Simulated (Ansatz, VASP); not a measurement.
# Fe2O3: VASP beside Ansatz

File INCAR:

```
SYSTEM = Fe2O3
PREC = Accurate
ENCUT = 600
EDIFF = 1E-7
ISMEAR = 0
SIGMA = 0.05
LREAL = .FALSE.
LASPH = .TRUE.
NELM = 200
ALGO = Normal
ISIF = 3
LWAVE = .FALSE.
LCHARG = .FALSE.
ISPIN = 2
MAGMOM = 0.95 0.95 0.95 0.95 0 0 0 0 0 0
LORBIT = 11
LMAXMIX = 4
GGA = PE
IBRION = 2
NSW = 50
EDIFFG = -0.01
GGA_COMPAT = .FALSE.
NELMIN = 4
KPAR = 4
```

Contents of KPOINTS:

```
regular mesh
0
G
  6 6 6
  0 0 0
```

POSCAR

```
Fe2O3
1.0
    2.3865028664      1.3778480723      4.4345385194
   -2.3865028664      1.3778480723      4.4345385194
    0.0000000000     -2.7556961446      4.4345385194
Fe O
4 6
Direct
    0.3454541922      0.3454541922      0.3454541922
    0.1545458078      0.1545458078      0.1545458078
    0.6545458078      0.6545458078      0.6545458078
    0.8454541922      0.8454541922      0.8454541922
    0.5632180980      0.9367819020      0.2500000000
    0.2500000000      0.5632180980      0.9367819020
    0.9367819020      0.2500000000      0.5632180980
    0.4367819020      0.0632180980      0.7500000000
    0.7500000000      0.4367819020      0.0632180980
    0.0632180980      0.7500000000      0.4367819020
```

Input for Ansatz:

```yaml
crystal:
  lattice:
    - [2.3865028664, 1.3778480723, 4.4345385194]
    - [-2.3865028664, 1.3778480723, 4.4345385194]
    - [0.0, -2.7556961446, 4.4345385194]
  atoms:
    - { symbol: Fe, position: [0.3454541922, 0.3454541922, 0.3454541922], spin: 0.95 }
    - { symbol: Fe, position: [0.1545458078, 0.1545458078, 0.1545458078], spin: 0.95 }
    - { symbol: Fe, position: [0.6545458078, 0.6545458078, 0.6545458078], spin: 0.95 }
    - { symbol: Fe, position: [0.8454541922, 0.8454541922, 0.8454541922], spin: 0.95 }
    - { symbol: O, position: [0.563218098, 0.936781902, 0.25] }
    - { symbol: O, position: [0.25, 0.563218098, 0.936781902] }
    - { symbol: O, position: [0.936781902, 0.25, 0.563218098] }
    - { symbol: O, position: [0.436781902, 0.063218098, 0.75] }
    - { symbol: O, position: [0.75, 0.436781902, 0.063218098] }
    - { symbol: O, position: [0.063218098, 0.75, 0.436781902] }
basis:
  ecutwfc: 420
  ecutrho_ratio: 4
kpoints:
  mp_grid: { grid: [6, 6, 6] }
hamiltonian:
  xc: pbe
scf:
  occupations: { method: gaussian, width: 0.05 }
output:
  forces: true
  stress: true
  eigenvalues: true
  populations: true
magnetization:
  spin_polarized: true
relax:
  f_tol: 0.01
  max_steps: 30
  cell: { stress_tol: 0.04 }
```

Alike in both runs: task relaxation of cell and atoms; functional PBE; k mesh 6 × 6 × 6; occupations gaussian, width 0.05 eV; collinear spin.

```csv
,VASP,Ansatz
version,VASP 6.6.1,Ansatz 0.2.0
potentials or method,"VASP PAW PBE potentials, release 64 (Fe, O), cutoff 600 eV","scalar-relativistic, plane waves, PAW"
valence electrons in the cell,68,100
```

Ansatz gave:

```
gap on the k mesh at the Fermi level, each at its own relaxed structure (eV) : none
net moment per atom (μB)                                                     : 0.40
size of the moment on the site where the two differ most (μB)                : 0.86
relaxed volume (Å³/atom)                                                     : 8.75
relaxed length of the cell vector where the two differ most in proportion (Å)              : 5.221
```

Task: Estimate VASP's values.

Result: gap on the k mesh at the Fermi level, each at its own relaxed structure (eV): none; net moment per atom (μB): 0.40; size of the moment on the site where the two differ most (μB): 0.94; relaxed volume (Å³/atom): 8.79; relaxed length of the cell vector where the two differ most in proportion (Å): 5.229.

Site moments also hang on the region over which each program counts them. A gap of «none» marks a metal or a gap that the smearing closes. VASP's potentials hold 68 valence electrons a cell and Ansatz's 100, so a difference there can come from the potentials and not from the codes.
